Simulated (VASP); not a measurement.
MgS (a.bB): single point with PBEsol

MgS (a.bB):

```
Mg S
1.0
     0.00000    2.59091    2.59091
     2.59091    0.00000    2.59091
     2.59091    2.59091    0.00000
Mg S
1 1
Direct
  0.00000 0.00000 0.00000
  0.50000 0.50000 0.50000
```

* Program: VASP 6.6.1
* Task: single point
* Functional: PBEsol
* Potentials or basis: VASP PAW PBE potentials, release 64 (Mg, S)
* Cutoff: 600 eV
* k mesh: 8 × 8 × 8
* Occupations: gaussian, width 0.02 eV
* Spin: no spin polarisation
* Dipole correction: no
* Further INCAR settings: ALGO = Normal; EDIFF = 1e-06; NBANDS = 11

* Pressure: -0.2 GPa
* Band gap on the k mesh: 2.73 eV, indirect (least direct gap 3.69 eV)

Levels at points of the mesh, in eV from the valence-band top:
| k point | band 2 | band 3 | band 4 | band 5 | band 6 | band 7 |
| --- | --- | --- | --- | --- | --- | --- |
| (0.00, 0.00, 0.00) | 0.00 | 0.00 | 0.00 | 3.69 | 7.85 | 7.85 |
| (0.50, 0.00, 0.00) | -4.96 | -0.61 | -0.61 | 4.42 | 6.84 | 6.84 |
| (0.50, 0.50, 0.00) | -4.33 | -1.74 | -1.74 | 2.73 | 4.20 | 11.99 |

It took 14 s on 1 thread of Intel Xeon 6975P-C, on a shared host, peak memory 0.17 GiB.

Caveat: the PAW data sets were made with another functional, which shifts forces and pressure a little. As with any semilocal functional, this PBEsol gap is likely too small.
